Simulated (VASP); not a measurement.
Sb, 1 atom in the cell. It takes space group Fm-3m (No. 225, cubic). The conventional cell has a = 4.894 Å, b = 4.894 Å, c = 4.894 Å, α = 90.00°, β = 90.00°, γ = 90.00°. Sb (site symmetry m-3m) has 12 Sb at 3.46 Å within 4.5 Å.  This cell differs from its parent crystal: volume scaled by 1.12.

```yaml
Program: VASP 6.6.1
Task: single point
Functional: PBEsol
Potentials_or_basis: VASP PAW PBE potentials, release 64 (Sb)
Cutoff: 520 eV
k_mesh: 13 × 13 × 13
Occupations: fermi-dirac, width 0.1 eV
Spin: no spin polarisation
Dipole_correction: no
Further_INCAR_settings: ALGO = Normal; EDIFF = 1e-06; NBANDS = 8
```

Potentials or basis: VASP PAW PBE potentials, release 64 (Sb).

Launch:

```sh
$ cat potpaw_PBE.64/Sb/POTCAR > POTCAR
$ mpirun -np 1 vasp_std > vasp.out
```

Hardware: 1 thread of Intel Xeon 8259CL, on a shared host.

Q: How long does it take, and how much memory?

A: Wall time 28 s on 1 thread of Intel Xeon 8259CL, with other jobs on the host, peak memory 0.16 GiB. Counts: scf iterations 9, k points 84.
